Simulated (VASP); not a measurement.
# H4C: single point with PBE+D3(BJ)

The system is H4C.

```xyz
40
Lattice="7.6835 0.0000 0.0000 0.0000 7.6835 0.0000 0.0000 0.0000 7.6835" Properties=species:S:1:pos:R:3 pbc="T T T"
C     3.9932    1.5546    6.5699
C     6.8023    2.5567    3.7372
C     2.9497    5.3693   -0.1214
C     1.0406    6.3732    4.0899
C     1.8351    1.0985    1.7405
C     6.7340    7.1945    7.2355
C     3.5710    3.8470    3.2926
C     7.2484    3.7086    7.6003
H     4.5353    2.0576    7.3771
H     3.5109    0.6556    6.9603
H     4.6989    1.2820    5.7797
H     3.2338    2.2308    6.1689
H     6.4210    2.7459    4.7489
H     6.2321    1.7415    3.2790
H     7.8642    2.2807    3.7857
H     6.6888    3.4569    3.1203
H     2.5477    5.9291   -0.9723
H     4.0416    5.3388   -0.1945
H     2.5505    4.3497   -0.1362
H     2.6588    5.8612    0.8124
H     0.7267    5.7230    4.9175
H     0.4367    6.1560    3.2026
H     2.1009    6.1933    3.8586
H     0.8928    7.4267    4.3738
H     1.8838    1.8135    0.9136
H     0.8706    0.5846    1.7253
H     1.9515    1.6306    2.6893
H     2.6428    0.3647    1.6362
H     7.7521    6.8671    7.4691
H     6.0269    6.6896    7.9024
H     6.5046    6.9389    6.1957
H     6.6503    8.2730    7.3702
H     4.2655    4.6928    3.3863
H     2.7935    3.9330    4.0561
H     4.1209    2.9082    3.4279
H     3.1070    3.8581    2.2990
H     7.1093    4.2508    6.6612
H     6.2702    3.5336    8.0629
H     7.8695    4.3039    8.2761
H     7.7364    2.7504    7.4047
```

- Program: VASP 6.6.1
- Task: single point
- Functional: PBE
- Dispersion: D3(BJ)
- Potentials or basis: VASP PAW PBE potentials, release 64 (C, H)
- Cutoff: 520 eV
- k mesh: 1 × 1 × 1
- Occupations: fermi-dirac, width 0.02 eV
- Spin: no spin polarisation

```
Pressure                   : 0.1 GPa
Largest force              : 0.193 eV/Å
Band gap on the k mesh     : 7.28 eV
Dispersion energy per atom : -0.029 eV
```

Forces on the atoms (eV/Å):
```
C    0.024  0.010 -0.029
C    0.131  0.043  0.086
C    0.020  0.012 -0.052
C    0.052  0.118  0.109
C    0.069 -0.037  0.008
C    0.012 -0.043  0.011
C    0.063 -0.013 -0.088
C   -0.040  0.000  0.034
H   -0.010  0.000  0.023
H    0.014 -0.059  0.001
H   -0.018 -0.003 -0.039
H   -0.044  0.059 -0.064
H    0.026 -0.010 -0.112
H    0.026 -0.059 -0.008
H   -0.159  0.017  0.024
H    0.019 -0.032  0.066
H   -0.019  0.003 -0.004
H    0.004 -0.020  0.011
H    0.020  0.014 -0.007
H   -0.009  0.003  0.002
H    0.041  0.039 -0.082
H   -0.023 -0.040 -0.031
H   -0.171  0.067  0.047
H    0.050 -0.186 -0.016
H    0.008  0.000  0.013
H   -0.030 -0.008 -0.002
H    0.013 -0.019 -0.024
H   -0.021  0.035  0.004
H    0.013  0.011 -0.003
H   -0.007  0.008 -0.009
H   -0.035 -0.001  0.009
H   -0.005  0.056  0.005
H   -0.027 -0.058 -0.006
H   -0.039 -0.014  0.048
H   -0.055  0.085 -0.004
H    0.049  0.021  0.087
H    0.020  0.024 -0.027
H    0.024 -0.011  0.011
H   -0.008 -0.003  0.008
H    0.023 -0.009  0.001
```

Stress tensor (GPa, compression positive):
```
 0.06 -0.05 -0.02
-0.05  0.21 -0.03
-0.02 -0.03 -0.11
```

Levels at points of the mesh, in eV from the valence-band top:
| k point | band 30 | band 31 | band 32 | band 33 | band 34 | band 35 |
| --- | --- | --- | --- | --- | --- | --- |
| (0.00, 0.00, 0.00) | -0.08 | -0.08 | 0.00 | 7.28 | 9.06 | 9.49 |

Run time: 2.3 min on 1 thread of Intel Xeon 8259CL, on a shared host, peak memory 0.45 GiB.

Caveat: the k points lie up to 0.82 Å⁻¹ apart.
